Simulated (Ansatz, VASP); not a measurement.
## Two plane-wave programs on AlNi3

```
Ni Al
1.0
     0.00000    2.85684    2.85684
     2.85684    0.00000    2.85684
     2.85684    2.85684    0.00000
Ni Al
3 1
Direct
  0.75000 0.75000 0.75000
  0.00000 0.00000 0.00000
  0.25000 0.25000 0.25000
  0.50000 0.50000 0.50000
```

Alike in both runs: task single point; functional r2SCAN; k mesh 8 × 8 × 8; occupations fermi-dirac, width 0.05 eV; collinear spin.

```csv
,VASP,Ansatz
version,VASP 6.6.1,Ansatz 0.2.0
potentials or method,"VASP PAW PBE potentials, release 64 (Ni, Al)",Ansatz PAW
plane-wave cutoff (eV),520,500
valence electrons in the cell,33,57
```

Ansatz gave:

```
gap on the k mesh at the Fermi level (eV) : none
pressure (GPa)                            : -10.2
net moment per atom (μB)                  : 0.00
```

Question: What did VASP give for the same quantities?

Answer: gap on the k mesh at the Fermi level (eV): none; pressure (GPa): -10.0; net moment per atom (μB): 0.00.

VASP's potentials were made for PBE, not for r2SCAN. A gap of «none» marks a metal or a gap that the smearing closes. With one functional, cell and mesh, what is left measures potentials, basis and numerics. VASP's potentials hold 33 valence electrons a cell and Ansatz's 57, so a difference there can come from the potentials and not from the codes.

Noted on Ansatz's run: the magnetic or orbital state may not be the lowest.
